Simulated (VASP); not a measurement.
# PdPtS4 (P-3m1) in VASP: vibrations by perturbation theory with PBE

Aim: the vibrations by perturbation theory of PdPtS4 with PBE.

All numbers are computed with VASP 6.6.1; they aren't measurements. Logs are shortened: lines on timing, memory, paths and dates and some standing lists are left out, and cuts for length are marked.

**1. The cell of the first run**

Symmetry: P-3m1, No. 164, trigonal system. Conventional cell: a = 3.567 Å, b = 3.567 Å, c = 12.892 Å, α = 90.00°, β = 90.00°, γ = 120.00°. Within 3.2 Å of Pd (site symmetry -3m) lie 6 S at 2.40 Å. Pt (site symmetry -3m) has 6 S at 2.40 Å within 3.2 Å. Within 3.3 Å of S (site symmetry 3m) lie 3 Pd at 2.40 Å and 3 S at 3.21 Å. S (site symmetry 3m) has 3 Pt at 2.40 Å and 3 S at 3.21 Å within 3.3 Å.

**2. Vibrations by perturbation theory, PBE**

INCAR

```
SYSTEM = PdPtS4
PREC     = Accurate       ! precision mode
ENCUT    = 520            ! plane-wave cutoff, eV
EDIFF    = 1E-8           ! SCF threshold, eV
ISMEAR   = 0              ! smearing method
SIGMA    = 0.01           ! smearing width, eV
LREAL    = .FALSE.        ! projectors in reciprocal space
LASPH    = .TRUE.         ! aspherical terms in the spheres
NELM     = 80             ! most SCF steps
ALGO     = Normal         ! electronic algorithm
ISIF     = 2              ! what is computed and relaxed
LWAVE    = .FALSE.        ! write WAVECAR
LCHARG   = .FALSE.        ! write CHGCAR
GGA      = PE             ! functional
NBANDS   = 31             ! bands
IBRION   = 8              ! ionic algorithm
NSW      = 1              ! ionic steps
LEPSILON = .TRUE.         ! dielectric tensor by DFPT
KPAR     = 4
```

KPOINTS

```
regular mesh
0
G
  12 12 2
  0 0 0
```

POSCAR

```
PdPtS4
1.0
    3.5668396841      0.0000000000      0.0000000000
   -1.7834198420      3.0889737777      0.0000000000
    0.0000000000      0.0000000000     12.8921601593
Pd Pt S
1 1 4
Direct
    0.0000000000      0.0000000000      0.0000000000
    0.0000000000      0.0000000000      0.5000000000
    0.3333333333      0.6666666667      0.0956174305
    0.3333333333      0.6666666667      0.5956459608
    0.6666666667      0.3333333333      0.4043540392
    0.6666666667      0.3333333333      0.9043825695
```

Potentials or basis: VASP PAW PBE potentials, release 64 (Pd, Pt, S).

On the command line:

```
cat potpaw_PBE.64/Pd/POTCAR potpaw_PBE.64/Pt/POTCAR potpaw_PBE.64/S/POTCAR > POTCAR
mpirun -np 4 vasp_std > vasp.out
```

OUTCAR:

```text
SYSTEM = PdPtS4
   PREC = Accurate
   ENCUT = 520
   EDIFF = 1E-8
   ISMEAR = 0
   LREAL = .FALSE.
   LASPH = .TRUE.
   NELM = 80
   ISIF = 2
   GGA = PE
   IBRION = 8
   NSW = 1
   LEPSILON = .TRUE.

 ion  position               nearest neighbor table
   1  0.000  0.000  0.000-   3 2.40   6 2.40   6 2.40   3 2.40   6 2.40   3 2.40
   2  0.000  0.000  0.500-   4 2.40   5 2.40   5 2.40   4 2.40   5 2.40   4 2.40
   3  0.333  0.667  0.096-   1 2.40   1 2.40   1 2.40
   4  0.333  0.667  0.596-   2 2.40   2 2.40   2 2.40
   5  0.667  0.333  0.404-   2 2.40   2 2.40   2 2.40
   6  0.667  0.333  0.904-   1 2.40   1 2.40   1 2.40

  LATTYP: Found a hexagonal cell.
 ALAT       =     3.5668396841
 C/A-ratio  =     3.6144490084

  Lattice vectors:

 A1 = (   3.5668396841,   0.0000000000,   0.0000000000)
 A2 = (  -1.7834198420,   3.0889737777,   0.0000000000)
 A3 = (   0.0000000000,   0.0000000000,  12.8921601593)

Analysis of symmetry for initial positions (statically):
=====================================================================
 Subroutine PRICEL returns:
 Original cell was already a primitive cell.

 Routine SETGRP: Setting up the symmetry group for a
 hexagonal supercell.

 Subroutine GETGRP returns: Found 12 space group operations
 (whereof 12 operations were pure point group operations)
 out of a pool of 24 trial point group operations.

The static configuration has the point symmetry D_3d.

Analysis of symmetry for dynamics (positions and initial velocities):
=====================================================================
 Subroutine PRICEL returns:
 Original cell was already a primitive cell.

 Routine SETGRP: Setting up the symmetry group for a
 hexagonal supercell.

 Subroutine GETGRP returns: Found 12 space group operations
 (whereof 12 operations were pure point group operations)
 out of a pool of 24 trial point group operations.

The dynamic configuration has the point symmetry D_3d.

 Subroutine INISYM returns: Found 12 space group operations
 (whereof 12 operations are pure point group operations),
 and found     1 'primitive' translations

----------------------------------------------------------------------------------------

                                     Primitive cell

  volume of cell :     142.0442

  direct lattice vectors                    reciprocal lattice vectors
     3.566839684  0.000000000  0.000000000     0.280360232  0.161866055  0.000000000
    -1.783419842  3.088973778  0.000000000     0.000000000  0.323732110  0.000000000
     0.000000000  0.000000000 12.892160159     0.000000000  0.000000000  0.077566520

  length of vectors
[... 1063 lines left out ...]
  x     0.00000     0.00000     0.00000     0.00000     0.00000     0.00000
  y     0.00000     0.00000     0.00000     0.00000     0.00000     0.00000
  z     0.00000     0.00000     0.00000     0.00000     0.00000     0.00000

 PIEZOELECTRIC TENSOR (including local field effects)  for field in x, y, z        (C/m^2)
          XX          YY          ZZ          XY          YZ          ZX
  --------------------------------------------------------------------------------
  x     0.00000     0.00000     0.00000     0.00000     0.00000     0.00000
  y     0.00000     0.00000     0.00000     0.00000     0.00000     0.00000
  z     0.00000     0.00000     0.00000     0.00000     0.00000     0.00000

 BORN EFFECTIVE CHARGES (including local field effects) (in |e|, cummulative output)
 ---------------------------------------------------------------------------------
 ion    1
    1     3.16601     0.00000     0.00000
    2     0.00000     3.16601     0.00000
    3     0.00000     0.00000     0.04069
 ion    2
    1     2.65025     0.00000     0.00000
    2     0.00000     2.65025    -0.00000
    3    -0.00000    -0.00000    -0.04066
 ion    3
    1    -1.57695    -0.00000     0.00000
    2    -0.00000    -1.57695     0.00000
    3     0.00000     0.00000    -0.00274
 ion    4
    1    -1.33118    -0.00000     0.00000
    2    -0.00000    -1.33118    -0.00000
    3     0.00000    -0.00000     0.00273
 ion    5
    1    -1.33118    -0.00000     0.00000
    2    -0.00000    -1.33118    -0.00000
    3     0.00000    -0.00000     0.00273
 ion    6
    1    -1.57695    -0.00000     0.00000
    2    -0.00000    -1.57695     0.00000
    3    -0.00000     0.00000    -0.00274

 INTERNAL STRAIN TENSOR FOR ION    6 for displacements in x,y,z  (eV/Angst):
          X           Y           Z          XY          YZ          ZX
  --------------------------------------------------------------------------------
  x    -0.00000     0.00000     0.00000    -5.18723     0.00000     9.27704
  y    -5.18723     5.18723     0.00000     0.00000    10.36930     0.00000
  z    10.30511    10.30511    12.58429     0.00000    -0.00000    -0.00000

 SECOND DERIVATIVES (NOT SYMMETRIZED)
 ------------------------------------
               1X          1Y          1Z          2X          2Y          2Z          3X          3Y          3Z          4X          4Y          4Z          5X          5Y          5Z          6X          6Y          6Z
  1X   -13.599943   -0.000000    0.000000    0.025486    0.000000    0.000000    6.801069    0.000000    0.000000   -0.013841   -0.000000    0.000000   -0.013841   -0.000000    0.000000    6.801069    0.000000    0.000000
  1Y    -0.000000  -13.599943   -0.000000    0.000000    0.025486   -0.000000    0.000000    6.801069    0.000000   -0.000000   -0.013841    0.000000   -0.000000   -0.013841    0.000000    0.000000    6.801069    0.000000
  1Z     0.000000   -0.000000  -15.796634    0.000000   -0.000000   -0.030813    0.000000    0.000000    7.929798   -0.000000    0.000000   -0.016075   -0.000000    0.000000   -0.016075    0.000000    0.000000    7.929798
  2X     0.018226    0.000000    0.000000  -16.692777   -0.000000    0.000000   -0.019451   -0.000000    0.000000    8.356727    0.000000    0.000000    8.356727    0.000000    0.000000   -0.019451   -0.000000    0.000000
  2Y     0.000000    0.018226   -0.000000   -0.000000  -16.692777   -0.000000   -0.000000   -0.019451    0.000000    0.000000    8.356727    0.000000    0.000000    8.356727    0.000000   -0.000000   -0.019451    0.000000
  2Z    -0.000000    0.000000   -0.035963    0.000000    0.000000  -17.851653   -0.000000    0.000000   -0.022938    0.000000    0.000000    8.966746    0.000000    0.000000    8.966746   -0.000000   -0.000000   -0.022938
  3X     6.790304    0.000000   -0.000000   -0.017338   -0.000000    0.000000   -7.444604   -0.000000    0.000000    0.014347    0.000000   -0.000000    0.013278    0.000000   -0.000000    0.644014    0.000000    0.000000
  3Y     0.000000    6.790304    0.000000   -0.000000   -0.017338    0.000000   -0.000000   -7.444604    0.000000    0.000000    0.014347    0.000000    0.000000    0.013278    0.000000    0.000000    0.644014   -0.000000
  3Z     0.000000    0.000000    7.913973   -0.000000   -0.000000   -0.000695    0.000000    0.000000   -9.111083   -0.000000   -0.000000    0.019637    0.000000    0.000000    0.032471    0.000000   -0.000000    1.145697
  4X    -0.018672   -0.000000   -0.000000    8.353635    0.000000   -0.000000    0.014021    0.000000    0.000000   -9.021253   -0.000000    0.000000    0.658225    0.000000    0.000000    0.014044    0.000000    0.000000
  4Y    -0.000000   -0.018672    0.000000    0.000000    8.353635    0.000000    0.000000    0.014021    0.000000   -0.000000   -9.021253    0.000000    0.000000    0.658225    0.000000    0.000000    0.014044    0.000000
  4Z     0.000000    0.000000    0.003953    0.000000    0.000000    8.944738   -0.000000    0.000000    0.022664   -0.000000   -0.000000  -10.698762    0.000000   -0.000000    1.693694   -0.000000    0.000000    0.033713
  5X    -0.018672   -0.000000   -0.000000    8.353635    0.000000   -0.000000    0.014044    0.000000    0.000000    0.658225    0.000000    0.000000   -9.021253   -0.000000    0.000000    0.014021    0.000000    0.000000
  5Y    -0.000000   -0.018672    0.000000    0.000000    8.353635    0.000000    0.000000    0.014044    0.000000    0.000000    0.658225    0.000000   -0.000000   -9.021253    0.000000    0.000000    0.014021    0.000000
  5Z     0.000000    0.000000    0.003953    0.000000    0.000000    8.944738   -0.000000    0.000000    0.033713    0.000000   -0.000000    1.693694   -0.000000   -0.000000  -10.698762   -0.000000    0.000000    0.022664
  6X     6.790304    0.000000   -0.000000   -0.017338   -0.000000    0.000000    0.644014    0.000000    0.000000    0.013278    0.000000   -0.000000    0.014347    0.000000   -0.000000   -7.444604   -0.000000    0.000000
  6Y     0.000000    6.790304    0.000000   -0.000000   -0.017338    0.000000    0.000000    0.644014   -0.000000    0.000000    0.013278    0.000000    0.000000    0.014347    0.000000   -0.000000   -7.444604    0.000000
  6Z     0.000000    0.000000    7.913973   -0.000000   -0.000000   -0.000695    0.000000   -0.000000    1.145697    0.000000    0.000000    0.032471   -0.000000   -0.000000    0.019637    0.000000    0.000000   -9.111083

 Eigenvectors and eigenvalues of the dynamical matrix
 ----------------------------------------------------

   1 f  =    9.846203 THz    61.865518 2PiTHz  328.433979 cm-1    40.720605 meV
             X         Y         Z           dx          dy          dz
      0.000000  0.000000  0.000000     0.000000    0.000000   -0.610573
      0.000000  0.000000  6.446080     0.000000   -0.000000    0.023831
     -0.000000  2.059316  1.232715    -0.000000   -0.000000    0.558831
     -0.000000  2.059316  7.679163     0.000000    0.000000   -0.032000
      1.783420  1.029658  5.212997    -0.000000   -0.000000   -0.032000
      1.783420  1.029658 11.659445    -0.000000   -0.000000    0.558831
[... 145 lines left out ...]
  18 f/i=    0.068952 THz     0.433235 2PiTHz    2.299975 cm-1     0.285160 meV
             X         Y         Z           dx          dy          dz
      0.000000  0.000000  0.000000     0.093299    0.212489   -0.000000
      0.000000  0.000000  6.446080     0.333385    0.759283   -0.000000
     -0.000000  2.059316  1.232715     0.051360    0.116972   -0.000000
     -0.000000  2.059316  7.679163     0.135099    0.307687   -0.000000
      1.783420  1.029658  5.212997     0.135099    0.307687   -0.000000
      1.783420  1.029658 11.659445     0.051360    0.116972   -0.000000

--------------------------------------------------------------------------------------------------------

 MACROSCOPIC STATIC DIELECTRIC TENSOR IONIC CONTRIBUTION
 ------------------------------------------------------
           1.486241     0.000000    -0.000000
           0.000000     1.486241     0.000000
          -0.000000     0.000000     0.041303
 ------------------------------------------------------

 ELASTIC MODULI CONTR FROM IONIC RELAXATION (kBar)
 Direction    XX          YY          ZZ          XY          YZ          ZX
 --------------------------------------------------------------------------------
 XX        -664.6613   -345.2931   -623.0557     -0.0000    321.4383      0.0000
 YY        -345.2931   -664.6613   -623.0557     -0.0000   -321.4383     -0.0000
 ZZ        -623.0557   -623.0557   -768.8141     -0.0000      0.0000     -0.0000
 XY          -0.0000     -0.0000     -0.0000   -159.6841     -0.0000    293.2084
 YZ         321.4383   -321.4383      0.0000     -0.0000   -647.0714     -0.0000
 ZX           0.0000     -0.0000     -0.0000    293.2084     -0.0000   -538.7055
 --------------------------------------------------------------------------------

 PIEZOELECTRIC TENSOR IONIC CONTR  for field in x, y, z        (C/m^2)
          XX          YY          ZZ          XY          YZ          ZX
  --------------------------------------------------------------------------------
  x    -0.00000     0.00000     0.00000    -0.00000     0.00000     0.00000
  y    -0.00000     0.00000    -0.00000    -0.00000     0.00000     0.00000
  z    -0.00000    -0.00000    -0.00000     0.00000     0.00000    -0.00000
```

It took 67 min on 4 MPI ranks of Oxide Virtual Turin-like, shared host; peak memory 1.5 GiB.

Results:

```yaml
Electronic_dielectric_tensor_diagonal: 15.16, 15.16, 3.82
Born_charges_mean_of_the_diagonal: Pd +2.12; Pt +1.75; S -1.05, -0.89 (each value once) e
Highest_phonon_frequency_at_Γ_LO-TO_splitting_left_out: 328 cm⁻¹
```

Phonon frequencies in cm⁻¹ (negative: imaginary):
| q point | frequencies |
| --- | --- |
| (0.000, 0.000, 0.000) | -2 -2 0 6 6 10 262 262 287 287 295 304 304 307 307 318 324 328 |

Electronic dielectric tensor:
```
15.16  0.00  0.00
 0.00 15.16  0.00
 0.00  0.00  3.82
```

Born effective charge tensors (e):
atom 1, Pd
```
3.17 0.00 0.00
0.00 3.17 0.00
0.00 0.00 0.04
```
atom 2, Pt
```
 2.65  0.00  0.00
 0.00  2.65  0.00
 0.00  0.00 -0.04
```
atom 3, S
```
-1.58  0.00  0.00
 0.00 -1.58  0.00
 0.00  0.00  0.00
```
atom 4, S
```
-1.33  0.00  0.00
 0.00 -1.33  0.00
 0.00  0.00  0.00
```
atom 5, S
```
-1.33  0.00  0.00
 0.00 -1.33  0.00
 0.00  0.00  0.00
```
atom 6, S
```
-1.58  0.00  0.00
 0.00 -1.58  0.00
 0.00  0.00  0.00
```

Caveat: spin-orbit coupling is left out, which moves the levels of the heavy elements.
